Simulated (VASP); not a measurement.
A run of VASP 6.6.1:

Contents of INCAR:

```
ALGO = Normal ; EDIFF = 1E-7
EDIFFG = -0.01 ; ENCUT = 600
GGA = PS ; IBRION = 2
ISIF = 3 ; ISMEAR = 0
LASPH = T ; LCHARG = F
LREAL = F ; LWAVE = F
NELM = 60 ; NSW = 80
PREC = Accurate ; SIGMA = 0.05
```

The input KPOINTS:

```
k-points
0
Gamma
  8 8 6
```

Contents of POSCAR:

```
SrCl2
1.0
    4.2344368825      0.0000000000      0.0000000000
   -2.1172184413      3.6671299110      0.0000000000
    0.0000000000      0.0000000000      6.8310255369
Sr Cl
1 2
Direct
    0.0000000000      0.0000000000      0.0000000000
    0.3333333333      0.6666666667      0.2520000000
    0.6666666667      0.3333333333      0.7480000000
```

Potentials or basis: VASP PAW PBE potentials, release 64 (Sr_sv, Cl).

Run with:

```sh
$ cat potpaw_PBE.64/Sr_sv/POTCAR potpaw_PBE.64/Cl/POTCAR > POTCAR
$ mpirun -np 1 vasp_std > vasp.out
```

Hardware: 1 thread of AMD EPYC 9R45 96-Core Processor (Zen 5) (shared host).

**Question.** How long does it take, and how much memory?

**Answer.** It took 7 min on 1 thread of AMD EPYC 9R45 96-Core Processor (Zen 5), with other jobs on the host, peak memory 0.29 GiB. Counts: scf iterations 90, k points 50, ion steps 9.
